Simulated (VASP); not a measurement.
Input of a VASP 6.6.1 run:

INCAR

```
SYSTEM = BaH4
PREC = Accurate
ENCUT = 600
EDIFF = 1E-7
ISMEAR = 0
SIGMA = 0.02
LREAL = .FALSE.
LASPH = .TRUE.
NELM = 100
ALGO = Normal
ISIF = 4
LWAVE = .FALSE.
LCHARG = .FALSE.
GGA = PE
IBRION = 2
NSW = 50
EDIFFG = -0.01
```

KPOINTS

```
Automatic mesh
0
G
  6 6 6
  0 0 0
```

The input POSCAR:

```
BaH4
1.0
    2.2451792746      1.2962548585      3.4605927323
   -2.2451792746      1.2962548585      3.4605927323
    0.0000000000     -2.5925097171      3.4605927322
Ba H
1 4
Direct
    0.0000000000      0.0000000000      0.0000000000
    0.7404725933      0.7404725933      0.7404725933
    0.2595274067      0.2595274067      0.2595274067
    0.4632299450      0.4632299450      0.4632299450
    0.5367700550      0.5367700550      0.5367700550
```

Potentials or basis: VASP PAW PBE potentials, release 64 (Ba_sv, H).

Run with:

```bash
$ cat potpaw_PBE.64/Ba_sv/POTCAR potpaw_PBE.64/H/POTCAR > POTCAR
$ mpirun -np 1 vasp_std > vasp.out
```

Q: What does it give for the band gap on the k mesh?

A: 2.49 eV (least direct gap 2.79 eV).

Forces on the atoms (eV/Å):
```
Ba   0.000  0.000  0.000
H    0.000  0.000 -0.008
H    0.000  0.000  0.008
H    0.000  0.000  0.007
H    0.000  0.000 -0.007
```

Caveat: spin-orbit coupling is left out, which moves the levels of the heavy elements. A k mesh can miss the band edges.
